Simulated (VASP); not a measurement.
Here is a VASP 6.6.1 calculation.

INCAR

```
ALGO = Normal
EDIFF = 1E-6
ENCUT = 520
GGA = PE
ISIF = 2
ISMEAR = 0
LASPH = T
LCHARG = T
LELF = T
LREAL = F
LVHAR = T
LWAVE = F
NBANDS = 16
NELM = 100
PREC = Accurate
SIGMA = 0.01
```

KPOINTS

```
k-points
0
Gamma
  8 8 12
```

File POSCAR:

```
AlN
1.0
    2.9643600650     -4.6647099001      0.0000000000
    2.9643600650      4.6647099001      0.0000000000
    0.0000000000      0.0000000000      2.9503421603
Al N
2 2
Direct
    0.0000000000      0.0000000000      0.0000000000
    0.5000000000      0.5000000000      0.5000000000
    0.7084700192      0.7084700192      0.0000000000
    0.2915299808      0.2915299808      0.0000000000
```

Potentials or basis: VASP PAW PBE potentials, release 64 (Al, N).

The run is started by

```sh
$ cat potpaw_PBE.64/Al/POTCAR potpaw_PBE.64/N/POTCAR > POTCAR
$ mpirun -np 1 vasp_std > vasp.out
```

Estimate the pressure.

0.0 GPa.

Predict the band gap on the k mesh.

0.10 eV, indirect (least direct gap 0.32 eV).

Predict the largest force.

0.027 eV/Å.

Forces in eV/Å, atoms in the order of the input:
```
Al   0.000  0.000  0.000
Al   0.000  0.000  0.000
N   -0.027  0.000  0.000
N    0.027  0.000  0.000
```

A k mesh can miss the band edges.
